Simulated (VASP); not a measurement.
# Cu in VASP: further runs, part 2 of 2

VASP 6.6.1. The steps go on from the part before.

**4. Electric field gradients, PBEsol (equal xy, yz and zx shear strains of -1 %)**

File INCAR:

```
PREC     = Accurate       # precision mode
ENCUT    = 520            # plane-wave cutoff, eV
EDIFF    = 1E-8           # SCF threshold, eV
ISMEAR   = -1             # smearing method
SIGMA    = 0.03           # smearing width, eV
LREAL    = False          # projectors in reciprocal space
LASPH    = True           # aspherical terms in the spheres
NELM     = 60             # most SCF steps
ALGO     = Normal         # electronic algorithm
ISIF     = 2              # what is computed and relaxed
LWAVE    = False          # write WAVECAR
LCHARG   = False          # write CHGCAR
GGA      = PS             # functional
LEFG     = True         
NBANDS   = 12             # bands
```

File KPOINTS:

```
Automatic mesh
0
Gamma
  17 17 17
```

File POSCAR:

```
Cu
1.0
   -0.0180750000      1.7984625000      1.7984625000
    1.7984625000     -0.0180750000      1.7984625000
    1.7984625000      1.7984625000     -0.0180750000
Cu
1
Direct
    0.0000000000      0.0000000000      0.0000000000
```

Potentials or basis: VASP PAW PBE potentials, release 64 (Cu).

On the command line:

```sh
$ cat potpaw_PBE.64/Cu/POTCAR > POTCAR
$ mpirun -np 1 vasp_std > vasp.out
```

OUTCAR:

```text
PREC = Accurate
   ENCUT = 520
   EDIFF = 1E-8
   ISMEAR = -1
   LREAL = False
   LASPH = True
   NELM = 60
   ISIF = 2
   GGA = PS

 ion  position               nearest neighbor table
   1  0.000  0.000  0.000-

  LATTYP: Found a trigonal (rhomboedric) cell.
 ALAT       =     2.5434742840
 COS(alpha) =     0.4899250057

  Lattice vectors:

 A1 = (  -0.0180750000,   1.7984625000,   1.7984625000)
 A2 = (   1.7984625000,  -0.0180750000,   1.7984625000)
 A3 = (   1.7984625000,   1.7984625000,  -0.0180750000)

Analysis of symmetry for initial positions (statically):
=====================================================================
 Subroutine PRICEL returns:
 Original cell was already a primitive cell.

 Routine SETGRP: Setting up the symmetry group for a
 trigonal (rhombohedral) supercell.

 Subroutine GETGRP returns: Found 12 space group operations
 (whereof 12 operations were pure point group operations)
 out of a pool of 12 trial point group operations.

The static configuration has the point symmetry D_3d.

Analysis of symmetry for dynamics (positions and initial velocities):
=====================================================================
 Subroutine PRICEL returns:
 Original cell was already a primitive cell.

 Routine SETGRP: Setting up the symmetry group for a
 trigonal (rhombohedral) supercell.

 Subroutine GETGRP returns: Found 12 space group operations
 (whereof 12 operations were pure point group operations)
 out of a pool of 12 trial point group operations.

The dynamic configuration has the point symmetry D_3d.

 Subroutine INISYM returns: Found 12 space group operations
 (whereof 12 operations are pure point group operations),
 and found     1 'primitive' translations

----------------------------------------------------------------------------------------

                                     Primitive cell

  volume of cell :      11.8095

  direct lattice vectors                    reciprocal lattice vectors
    -0.018075000  1.798462500  1.798462500    -0.273858782  0.276639074  0.276639074
     1.798462500 -0.018075000  1.798462500     0.276639074 -0.273858782  0.276639074
     1.798462500  1.798462500 -0.018075000     0.276639074  0.276639074 -0.273858782

  length of vectors
     2.543474284  2.543474284  2.543474284     0.477553125  0.477553125  0.477553125

  position of ions in fractional coordinates (direct lattice)
     0.000000000  0.000000000  0.000000000

  ion indices of the primitive-cell ions
   primitive index   ion index
                 1           1

----------------------------------------------------------------------------------------

 KPOINTS: Automatic mesh

Automatic generation of k-mesh.
 Grid dimensions read from file:
 generate k-points for:   17   17   17

 Generating k-lattice:

[... 65 lines left out ...]
   IBRION =     -1    ionic relax: 0-MD 1-quasi-New 2-CG
   NFREE  =      0    steps in history (QN), initial steepest desc. (CG)
   ISIF   =      2    stress and relaxation
   ISYM   =      2    0-nonsym 1-usesym 2-fastsym
   POTIM  = 0.5000    time-step for ionic-motion
   TEBEG  =    0.0;   TEEND  =   0.0 temperature during run
   PSTRESS=    0.0 pullay stress
   NELECT =      11.0000    total number of electrons
   NUPDOWN=      -1.0000    fix difference up-down
   EMIN   =  10.00;   EMAX   =-10.00  energy-range for DOS
   EFERMI =   0.00;   METHOD = LEGACY
   ISMEAR =    -1;   SIGMA  =   0.03  broadening in eV -4-tet -1-fermi 0-gaus
   EFERMI_NEDOS =   21; number of points for ismear=-14 and -15
   IALGO  =     38    algorithm
   IMIX   =      4    mixing-type and parameters
     AMIX     =   0.40;   BMIX     =  1.00
     AMIX_MAG =   1.60;   BMIX_MAG =  1.00
  volume/ion in A,a.u.               =      11.81        79.69
  Fermi-wavevector in a.u.,A,eV,Ry     =   1.598803  3.021300 34.778823  2.556171
  Thomas-Fermi vector in A             =   2.696196
   LORBIT       =      0    0 simple, 1 ext, 2 COOP (PROOUT), +10 PAW based schemes
   GGA     = PS    functional components
   LHFCALC =     F    Hartree Fock is set to
   AEXX    =    0.0000 exact exchange contribution
   IVDW    =     0    specifies the selected vdW correction
   LEPSILON=     F    determine dielectric tensor
   LRPA    =     F    only Hartree local field effects (RPA)
 non-spin polarized calculation
  energy-cutoff  :      520.00
  volume of cell :       11.81
 maximum number of plane-waves:       331
   NGX =  9   NGY =  9   NGZ =  9

 number of electron      11.0000000 magnetization

 Free energy of the ion-electron system (eV)
  ---------------------------------------------------
  ext. energy  EPLUGINS =         0.00000000
  ---------------------------------------------------
  free energy    TOTEN  =        -4.29877631 eV

  energy without entropy =       -4.29784210  energy(sigma->0) =       -4.29830921

 E-fermi :   7.4603     XC(G=0): -12.9090

 val. band max:        7.4405271120   @ k =  -0.3529   0.1765   0.0000
 cond. band min:       7.4690438803   @ k =  -0.2941   0.2353  -0.0000
 fundamental gap:      0.0285167683
 Fermi energy:         7.4603455947

 k-point     1 :       0.0000    0.0000    0.0000
  band No.  band energies     occupation
      1      -1.9885      2.00000
      2       4.3377      2.00000
      3       4.3377      2.00000
      4       4.4183      2.00000
      5       5.1989      2.00000
      6       5.1989      2.00000
      7      29.9488      0.00000
      8      32.3536      0.00000
      9      32.3536      0.00000
     10      33.1339      0.00000
     11      34.8704      0.00000
     12      34.8704      0.00000
[... 331 lines left out ...]
 k-point    24 :      -0.1176    0.0588    0.0000
  band No.  band energies     occupation
      1      -1.2107      2.00000
      2       4.1831      2.00000
      3       4.4590      2.00000
      4       4.5429      2.00000
      5       5.0988      2.00000
      6       5.2420      2.00000
      7      25.4644      0.00000
      8      27.9991      0.00000
      9      31.8164      0.00000
     10      33.3730      0.00000
     11      35.5755      0.00000
     12      36.3573      0.00000

 [... further k-points ...]
[... 5 lines left out ...]
  --------------------------------------------------------------------------------------
  -------------------------------------------------------------------------------------
  Total       -0.4372806     -0.4372806     -0.4372806      0.0522897      0.0522897      0.0522897
  in kB      -59.3251162    -59.3251162    -59.3251162      7.0940507      7.0940507      7.0940507
  external PRESSURE =     -59.3251162 kB  Pullay stress =       0.0000000 kB

 VOLUME and BASIS-vectors are now :
 -----------------------------------------------------------------------------
  energy-cutoff  :      520.00
  volume of cell :       11.81
      direct lattice vectors                 reciprocal lattice vectors
    -0.018075000  1.798462500  1.798462500    -0.273858782  0.276639074  0.276639074
     1.798462500 -0.018075000  1.798462500     0.276639074 -0.273858782  0.276639074
     1.798462500  1.798462500 -0.018075000     0.276639074  0.276639074 -0.273858782

 POSITION                                       TOTAL-FORCE (eV/Angst)
 -----------------------------------------------------------------------------------
      0.00000      0.00000      0.00000        -0.000000      0.000000     -0.000000
 -----------------------------------------------------------------------------------
    total drift:                                0.000000      0.000000      0.000000

  FREE ENERGIE OF THE ION-ELECTRON SYSTEM (eV)
  ---------------------------------------------------
  free  energy   TOTEN  =        -4.2987763103 eV

  energy  without entropy=       -4.2978421021  energy(sigma->0) =       -4.29830921

 Electric field gradients (V/A^2)
---------------------------------------------------------------------
 ion       V_xx      V_yy      V_zz      V_xy      V_xz      V_yz
---------------------------------------------------------------------
   1      -0.000    -0.000    -0.000    -0.398    -0.398    -0.398
---------------------------------------------------------------------

 Electric field gradients after diagonalization (V/A^2)
 (convention: |V_zz| > |V_xx| > |V_yy|)
----------------------------------------------------------------------
 ion       V_xx      V_yy      V_zz     asymmetry (V_yy - V_xx)/ V_zz
----------------------------------------------------------------------
   1       0.398     0.398    -0.797       0.000
----------------------------------------------------------------------

           NMR quadrupolar parameters

 Cq : quadrupolar parameter    Cq=e*Q*V_zz/h
 eta: asymmetry parameters     (V_yy - V_xx)/ V_zz
 Q  : nuclear electric quadrupole moment in mb (millibarn)
----------------------------------------------------------------------
 ion       Cq(MHz)       eta       Q (mb)
----------------------------------------------------------------------
   1      -0.002       0.000       1.000
----------------------------------------------------------------------
```

Wall time 30 s (1 thread of Intel Xeon 6975P-C (Granite Rapids), shared host); peak memory 0.18 GiB.

What came out:

```yaml
Free_energy: -4.2988 eV
Pressure: -5.9 GPa
```

Stress tensor (GPa, compression positive):
```
-5.93  0.71  0.71
 0.71 -5.93  0.71
 0.71  0.71 -5.93
```

Electric field gradients, principal values (V/Å²):
```
atom  least  middle  greatest (by size)
1 Cu  0.398   0.398              -0.797
```

Caveat: the cell differs from its parent crystal (equal xy, yz and zx shear strains of -1 %); without QUAD_EFG the Cq values of the log hold for a quadrupole moment of 1 mb, not for the nuclei; the PAW data sets were made with another functional, which shifts forces and pressure a little.

**5. Overview**

```tsv
cell	gap on the mesh (eV)	pressure (GPa)
a = 2.569, b = 2.569, c = 2.582 Å, angles 59.8, 59.8, 60.3°, 1 atom	none	-8.6
a = 2.582, b = 2.582, c = 2.607 Å, angles 59.7, 59.7, 60.7°, 1 atom	none	-10.8
a = 2.543 Å, angles 60.7°, 1 atom	none	-5.9
```

Alike in all rows: task electric field gradients; level PBEsol; potentials or basis VASP PAW PBE potentials, release 64 (Cu); no spin polarisation; k mesh 17 × 17 × 17; cutoff (eV) 520; smearing fermi-dirac 0.03 eV.

Caveats: the PAW data sets were made with another functional, which shifts forces and pressure a little.

Total energies depend on the potentials used, so only differences within one code and one set of settings carry meaning.
